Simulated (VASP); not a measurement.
# NbC4 (Pm-3m) in VASP: notebook

NbC4 is run at these levels: PBE; tasks: relaxation of cell and atoms, single point.

All numbers are computed with VASP 6.6.1; they aren't measurements. Logs are shortened: lines on timing, memory, paths and dates and some standing lists are left out, and cuts for length are marked.

## 1. The cell of the first run

The structure is cubic, space group Pm-3m (No. 221). Conventional cell: a = 3.555 Å, b = 3.555 Å, c = 3.555 Å, α = 90.00°, β = 90.00°, γ = 90.00°. Nb (site symmetry m-3m) has 6 C at 1.78 Å within 2.4 Å. C (site symmetry 4/mmm) has 2 Nb at 1.78 Å within 2.4 Å. C (site symmetry m-3m) has 12 C at 2.51 Å and 8 Nb at 3.08 Å within 3.3 Å.

## 2. Relaxation of cell and atoms, PBE

INCAR

```
SYSTEM = NbC4
PREC = Accurate ; ENCUT = 600
EDIFF = 1E-6 ; ISMEAR = 0
SIGMA = 0.1 ; LREAL = .FALSE.
LASPH = .TRUE. ; NELM = 80
ALGO = Normal ; ISIF = 3
LWAVE = .FALSE. ; LCHARG = .FALSE.
GGA = PE ; IBRION = 2
NSW = 90 ; EDIFFG = -0.04
```

KPOINTS

```
Automatic mesh
0
G
  6 6 6
  0 0 0
```

POSCAR

```
NbC4
1.0
    3.5550770300      0.0000000000      0.0000000000
    0.0000000000      3.5550770300      0.0000000000
    0.0000000000      0.0000000000      3.5550770300
Nb C
1 4
Direct
    0.0000000000      0.0000000000      0.0000000000
    0.5000000000      0.0000000000      0.0000000000
    0.0000000000      0.5000000000      0.0000000000
    0.0000000000      0.0000000000      0.5000000000
    0.5000000000      0.5000000000      0.5000000000
```

Potentials or basis: VASP PAW PBE potentials, release 64 (Nb_sv, C).

Run with:

```console
> cat potpaw_PBE.64/Nb_sv/POTCAR potpaw_PBE.64/C/POTCAR > POTCAR
> mpirun -np 1 vasp_std > vasp.out
```

OUTCAR:

```text
SYSTEM = NbC4
   PREC = Accurate
   ENCUT = 600
   EDIFF = 1E-6
   ISMEAR = 0
   LREAL = .FALSE.
   LASPH = .TRUE.
   NELM = 80
   ISIF = 3
   GGA = PE
   IBRION = 2
   NSW = 90
   EDIFFG = -0.04

 ion  position               nearest neighbor table
   1  0.000  0.000  0.000-   2 1.78   3 1.78   4 1.78   4 1.78   3 1.78   2 1.78
   2  0.500  0.000  0.000-   1 1.78   1 1.78
   3  0.000  0.500  0.000-   1 1.78   1 1.78
   4  0.000  0.000  0.500-   1 1.78   1 1.78
   5  0.500  0.500  0.500-

  LATTYP: Found a simple cubic cell.
 ALAT       =     3.5550770300

  Lattice vectors:

 A1 = (   3.5550770300,   0.0000000000,   0.0000000000)
 A2 = (   0.0000000000,   3.5550770300,   0.0000000000)
 A3 = (   0.0000000000,   0.0000000000,   3.5550770300)

Analysis of symmetry for initial positions (statically):
=====================================================================
 Subroutine PRICEL returns:
 Original cell was already a primitive cell.

 Routine SETGRP: Setting up the symmetry group for a
 simple cubic supercell.

 Subroutine GETGRP returns: Found 48 space group operations
 (whereof 48 operations were pure point group operations)
 out of a pool of 48 trial point group operations.

The static configuration has the point symmetry O_h .

Analysis of symmetry for dynamics (positions and initial velocities):
=====================================================================
 Subroutine PRICEL returns:
 Original cell was already a primitive cell.

 Routine SETGRP: Setting up the symmetry group for a
 simple cubic supercell.

 Subroutine GETGRP returns: Found 48 space group operations
 (whereof 48 operations were pure point group operations)
 out of a pool of 48 trial point group operations.

The dynamic configuration has the point symmetry O_h .

 Subroutine INISYM returns: Found 48 space group operations
 (whereof 48 operations are pure point group operations),
 and found     1 'primitive' translations

----------------------------------------------------------------------------------------

                                     Primitive cell

  volume of cell :      44.9311

  direct lattice vectors                    reciprocal lattice vectors
     3.555077030  0.000000000  0.000000000     0.281287857  0.000000000  0.000000000
     0.000000000  3.555077030  0.000000000     0.000000000  0.281287857  0.000000000
     0.000000000  0.000000000  3.555077030     0.000000000  0.000000000  0.281287857

  length of vectors
     3.555077030  3.555077030  3.555077030     0.281287857  0.281287857  0.281287857

  position of ions in fractional coordinates (direct lattice)
     0.000000000  0.000000000  0.000000000
     0.500000000  0.000000000  0.000000000
     0.000000000  0.500000000  0.000000000
     0.000000000  0.000000000  0.500000000
     0.500000000  0.500000000  0.500000000

  ion indices of the primitive-cell ions
   primitive index   ion index
                 1           1
                 2           2
                 3           3
                 4           4
                 5           5

----------------------------------------------------------------------------------------

 KPOINTS: Automatic mesh

Automatic generation of k-mesh.
 Grid dimensions read from file:
 generate k-points for:    6    6    6

 Generating k-lattice:

  Cartesian coordinates                     Fractional coordinates (reciprocal lattice)
     0.046881310  0.000000000  0.000000000     0.166666667  0.000000000  0.000000000
     0.000000000  0.046881310  0.000000000     0.000000000  0.166666667  0.000000000
     0.000000000  0.000000000  0.046881310     0.000000000  0.000000000  0.166666667

  Length of vectors
     0.046881310  0.046881310  0.046881310

  Shift w.r.t. Gamma in fractional coordinates (k-lattice)
     0.000000000  0.000000000  0.000000000

 Subroutine IBZKPT returns following result:
 ===========================================

 Found     20 irreducible k-points:

 Following reciprocal coordinates:
            Coordinates               Weight
  0.000000  0.000000  0.000000      1.000000
  0.166667  0.000000  0.000000      6.000000
  0.333333  0.000000  0.000000      6.000000
  0.500000  0.000000  0.000000      3.000000
  0.166667  0.166667  0.000000     12.000000
  0.333333  0.166667  0.000000     24.000000
[... 12 lines left out ...]
  0.500000  0.500000  0.333333      6.000000
  0.500000  0.500000  0.500000      1.000000
   k-points           NKPTS =     20   k-points in BZ     NKDIM =     20   number of bands    NBANDS=     18
   number of dos      NEDOS =    301   number of ions     NIONS =      5
   total plane-waves  NPLWV =  21952
   dimension x,y,z NGX =    28 NGY =   28 NGZ =   28
   dimension x,y,z NGXF=    56 NGYF=   56 NGZF=   56
   ions per type =               1   4
   NGX,Y,Z   is equivalent  to a cutoff of  13.09, 13.09, 13.09 a.u.
   NGXF,Y,Z  is equivalent  to a cutoff of  26.19, 26.19, 26.19 a.u.
 SYSTEM =  NbC4
   PREC   = accura    normal or accurate (medium, high low for compatibility)
   ISTART =      0    job   : 0-new  1-cont  2-samecut
   ICHARG =      2    charge: 1-file 2-atom 10-const
   ISPIN  =      1    spin polarized calculation?
   LNONCOLLINEAR =      F non collinear calculations
   LSORBIT =      F    spin-orbit coupling
   LASPH  =      T    aspherical Exc in radial PAW
   ENCUT  =  600.0 eV  44.10 Ry    6.64 a.u.   7.10  7.10  7.10*2*pi/ulx,y,z
   NELM   =     80;   NELMIN=  2; NELMDL= -5     # of ELM steps
   EDIFF  = 0.1E-05   stopping-criterion for ELM
   LREAL  =      F    real-space projection
   EDIFFG = -.4E-01   stopping-criterion for IOM
   NSW    =     90    number of steps for IOM
   IBRION =      2    ionic relax: 0-MD 1-quasi-New 2-CG
   NFREE  =      1    steps in history (QN), initial steepest desc. (CG)
   ISIF   =      3    stress and relaxation
   ISYM   =      2    0-nonsym 1-usesym 2-fastsym
   POTIM  = 0.5000    time-step for ionic-motion
   TEBEG  =    0.0;   TEEND  =   0.0 temperature during run
   PSTRESS=    0.0 pullay stress
   NELECT =      29.0000    total number of electrons
   NUPDOWN=      -1.0000    fix difference up-down
   EMIN   =  10.00;   EMAX   =-10.00  energy-range for DOS
   EFERMI =   0.00;   METHOD = LEGACY
   ISMEAR =     0;   SIGMA  =   0.10  broadening in eV -4-tet -1-fermi 0-gaus
   EFERMI_NEDOS =   21; number of points for ismear=-14 and -15
   IALGO  =     38    algorithm
   IMIX   =      4    mixing-type and parameters
     AMIX     =   0.40;   BMIX     =  1.00
     AMIX_MAG =   1.60;   BMIX_MAG =  1.00
  volume/ion in A,a.u.               =       8.99        60.64
  Fermi-wavevector in a.u.,A,eV,Ry     =   1.414789  2.673564 27.233819  2.001629
  Thomas-Fermi vector in A             =   2.536295
   LORBIT       =      0    0 simple, 1 ext, 2 COOP (PROOUT), +10 PAW based schemes
   GGA     = PE    functional components
   LHFCALC =     F    Hartree Fock is set to
   AEXX    =    0.0000 exact exchange contribution
   IVDW    =     0    specifies the selected vdW correction
   LEPSILON=     F    determine dielectric tensor
   LRPA    =     F    only Hartree local field effects (RPA)
 conjugate gradient relaxation of ions
 non-spin polarized calculation
 Gauss-broadening in eV      SIGMA  =   0.10
  energy-cutoff  :      600.00
  volume of cell :       44.93
 maximum number of plane-waves:      1518
   NGX = 15   NGY = 15   NGZ = 15

--------------------------------------- Ionic step        1  -------------------------------------------

 number of electron      28.9999998 magnetization

 Free energy of the ion-electron system (eV)
  ---------------------------------------------------
  ext. energy  EPLUGINS =         0.00000000
  ---------------------------------------------------
  free energy    TOTEN  =       -23.00063150 eV

  energy without entropy =      -22.98875754  energy(sigma->0) =      -22.99469452

------------------------ aborting loop because EDIFF is reached ----------------------------------------

  FORCE on cell =-STRESS in cart. coord.  units (eV):
  Direction    XX          YY          ZZ          XY          YZ          ZX
  --------------------------------------------------------------------------------------
  -------------------------------------------------------------------------------------
  Total       32.4139127     32.4139127     32.4139127      0.0000000     -0.0000000      0.0000000
  in kB     1155.8327463   1155.8327463   1155.8327463      0.0000000     -0.0000000      0.0000000
  external PRESSURE =    1155.8327463 kB  Pullay stress =       0.0000000 kB
[... 24 lines left out ...]
  energy  without entropy=      -22.9887575396  energy(sigma->0) =      -22.99469452

--------------------------------------- Ionic step        2  -------------------------------------------

 number of electron      28.9999994 magnetization

 E-fermi :   0.8928     XC(G=0):  -8.7005

 val. band max:        0.8800280690   @ k =   0.3333   0.3333   0.0000
 cond. band min:       0.9657987417   @ k =   0.1667   0.0000   0.0000
 fundamental gap:      0.0857706728
 Fermi energy:         0.8928409222

 k-point     1 :       0.0000    0.0000    0.0000
  band No.  band energies     occupation
      1     -54.1845      2.00000
      2     -30.1613      2.00000
      3     -30.1613      2.00000
      4     -30.1613      2.00000
      5      -9.2204      2.00000
      6      -7.6224      2.00000
[... 10 lines left out ...]
     17       1.7640      0.00000
     18       1.9681      0.00000
[... 472 lines left out ...]
  energy  without entropy=      -30.1749788363  energy(sigma->0) =      -30.18408983

--------------------------------------- Ionic step        4  -------------------------------------------

 number of electron      29.0000005 magnetization

 Free energy of the ion-electron system (eV)
  ---------------------------------------------------
  ext. energy  EPLUGINS =         0.00000000
  ---------------------------------------------------
  free energy    TOTEN  =       -30.19398818 eV

  energy without entropy =      -30.17595608  energy(sigma->0) =      -30.18497213

 E-fermi :   3.3663     XC(G=0): -10.1549

 val. band max:        3.3365407057   @ k =   0.1667   0.0000   0.0000
 cond. band min:       3.3731097462   @ k =   0.1667   0.1667   0.0000
 fundamental gap:      0.0365690406
 Fermi energy:         3.3663122441

 k-point     1 :       0.0000    0.0000    0.0000
  band No.  band energies     occupation
      1     -50.7082      2.00000
      2     -26.9363      2.00000
      3     -26.9363      2.00000
      4     -26.9363      2.00000
      5      -8.1679      2.00000
      6      -5.8381      2.00000
[... 10 lines left out ...]
     17       4.3244      0.00000
     18       4.6829      0.00000
[... 429 lines left out ...]
  FREE ENERGIE OF THE ION-ELECTRON SYSTEM (eV)
  ---------------------------------------------------
  free  energy   TOTEN  =       -30.1939881832 eV

  energy  without entropy=      -30.1759560755  energy(sigma->0) =      -30.18497213

 reached required accuracy - stopping structural energy minimisation
```

Run time: 60 s. Hardware: 1 thread of Intel Xeon 6975P-C (Granite Rapids), shared host; peak memory 0.16 GiB.

Results:

```
Free energy                            : -30.1940 eV
Relaxed volume                         : 14.44 Å³/atom
Relaxed cell                           : a = 4.164 Å, b = 4.164 Å, c = 4.164 Å, α = 90.00°, β = 90.00°, γ = 90.00°
Space group after relaxing (to 0.05 Å) : Pm-3m (No. 221)
Energy gained by relaxing              : 1438.7 meV/atom
Ionic steps                            : 4
Pressure after relaxing                : 0.4 GPa
```

Step by step:
```
step  energy change (eV)  largest force (eV/Å)  pressure (GPa)  volume (Å³)
   1              0.0000                0.0000          115.58        44.93
   2             -4.4769                0.0000          -22.93       101.65
   3             -7.1926                0.0000           -0.70        72.87
   4             -7.1934                0.0000            0.35        72.22
```

Final structure:
```xyz
5
Lattice="4.1643 0.0000 0.0000 0.0000 4.1643 0.0000 0.0000 0.0000 4.1643" Properties=species:S:1:pos:R:3 pbc="T T T"
Nb    0.0000    0.0000    0.0000
C     2.0822    0.0000    0.0000
C     0.0000    2.0822    0.0000
C     0.0000    0.0000    2.0822
C     2.0822    2.0822    2.0822
```

Caveat: the volume moved by over 15 % at a fixed basis, so the end points are rough.

(Continued in part 2 of 2.)
